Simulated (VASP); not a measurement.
The system is AgI.

```
Ag I
1.0
     4.68587    0.00000    0.00000
    -2.34293    4.05808    0.00000
     0.00000    0.00000    7.66443
Ag I
2 2
Direct
  0.66667 0.33333 0.62766
  0.33333 0.66667 0.12766
  0.66667 0.33333 0.00234
  0.33333 0.66667 0.50234
```

- Program: VASP 6.6.1
- Task: relaxation of cell and atoms
- Functional: PBEsol
- Potentials or basis: VASP PAW PBE potentials, release 64 (Ag, I)
- Cutoff: 500 eV
- k mesh: 6 × 6 × 4
- Occupations: fermi-dirac, width 0.02 eV
- Spin: no spin polarisation

At the start: pressure -2.3 GPa; volume 36.44 Å³/atom.

Task: How do energy, volume and symmetry change on relaxing?

Result: Over 3 steps the energy falls by 22.9 meV/atom and the volume is 33.51 Å³/atom (-8.0 %); space group P6_3mc (No. 186, to 0.1 Å) before and after.

Step by step:
```csv
step,energy change (eV),largest force (eV/Å),pressure (GPa),volume (Å³)
1,0.0000,0.0060,-2.28,145.74
2,-0.0906,0.0023,-0.26,135.06
3,-0.0915,0.0019,0.00,134.02
```

Final structure:
```
Ag I
1.0
     4.55742    0.00000    0.00000
    -2.27871    3.94684    0.00000
     0.00000    0.00000    7.45091
Ag I
2 2
Direct
  0.66667 0.33333 0.62762
  0.33333 0.66667 0.12762
  0.66667 0.33333 0.00238
  0.33333 0.66667 0.50238
```

Caveat: the PAW data sets were made with another functional, which shifts forces and pressure a little.
